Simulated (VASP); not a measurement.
A run of VASP 6.6.1:

File POSCAR:

```
BN
1.0
    2.5008750334      0.0000000000      0.0000000000
   -1.2504375167      2.1658213106      0.0000000000
    0.0000000000      0.0000000000      6.8856267291
B N
2 2
Direct
    0.3333333333      0.6666666667      0.2500000000
    0.6666666667      0.3333333333      0.7500000000
    0.3333333333      0.6666666667      0.7500000000
    0.6666666667      0.3333333333      0.2500000000
```

The input INCAR.step1:

```
SYSTEM = BN
PREC = Accurate ; ENCUT = 520
ISMEAR = 0 ; SIGMA = 0.02
LREAL = .False. ; LASPH = .True.
NELM = 100 ; NBANDS = 16
GGA = PE ; ALGO = Normal
EDIFF = 1E-4 ; LWAVE = .True.
LCHARG = .False.
```

File INCAR.step2:

```
SYSTEM = BN
PREC = Accurate ; ENCUT = 520
EDIFF = 1E-7 ; ISMEAR = 0
SIGMA = 0.02 ; LREAL = .False.
LASPH = .True. ; NELM = 100
ALGO = Normal ; ISIF = 2
LWAVE = .False. ; LCHARG = .False.
METAGGA = R2SCAN ; LMIXTAU = .True.
NBANDS = 16 ; ISTART = 1
```

File KPOINTS:

```
Automatic mesh
0
Gamma
  12 12 4
  0 0 0
```

Potentials or basis: VASP PAW PBE potentials, release 64 (B, N).

Command:

```sh
$ cat potpaw_PBE.64/B/POTCAR potpaw_PBE.64/N/POTCAR > POTCAR
$ cp INCAR.step1 INCAR
$ mpirun -np 1 vasp_std > vasp.out
$ cp INCAR.step2 INCAR
$ mpirun -np 1 vasp_std > vasp.out
```

Hardware: 1 thread of Intel(R) Xeon(R) 6975P-C (Granite Rapids), with other jobs on the host.

Question: Estimate the wall time of this run.

Answer: Run time: 53 s on 1 thread of Intel(R) Xeon(R) 6975P-C (Granite Rapids), on a shared host, peak memory 0.17 GiB. Counts: k points 57.
